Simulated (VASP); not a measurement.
**Re: single point with LDA**

Crystal: Re.

```
Re
1.0
    -1.91176    1.57049    1.40160
     1.57049   -1.91176    1.40160
     3.53613    3.53613   -2.02663
Re
2
Direct
  0.95827 0.04173 0.00000
  0.79173 0.20827 0.50000
```

This cell differs from its parent crystal: volume scaled by 1.12.

```json
{
  "Program": "VASP 6.6.1",
  "Task": "single point",
  "Functional": "LDA",
  "Potentials or basis": "VASP PAW LDA potentials, release 64 (Re)",
  "Cutoff": "520 eV",
  "k mesh": "17 × 17 × 8",
  "Occupations": "fermi-dirac, width 0.1 eV",
  "Spin": "no spin polarisation",
  "Dipole correction": "no",
  "Further INCAR settings": "ALGO = Normal; EDIFF = 1e-06; NBANDS = 14"
}
```

```
Pressure               : -35.1 GPa
Band gap on the k mesh : zero (band 7 reaches 8.19 eV, above the bottom of band 8 at 5.27 eV)
```

Stress tensor (GPa, compression positive):
```
-35.19  -0.40  -0.07
 -0.40 -35.19  -0.07
 -0.07  -0.07 -34.98
```

Levels at points of the mesh, in eV from the Fermi level:
```tsv
k point	band 4	band 5	band 6	band 7	band 8	band 9	band 10	band 11
(0.00, 0.00, 0.00)	-1.39	-1.38	-0.67	-0.66	0.13	0.14	0.61	2.95
(0.00, 0.00, 0.50)	-2.11	-1.52	-1.52	-1.52	-1.52	2.21	2.21	2.21
```

Wall time 82 s on 1 thread of Intel(R) Xeon(R) 6975P-C (Granite Rapids), with other jobs on the host, peak memory 0.35 GiB.

Caveat: spin-orbit coupling is left out, which moves the levels of the heavy elements.
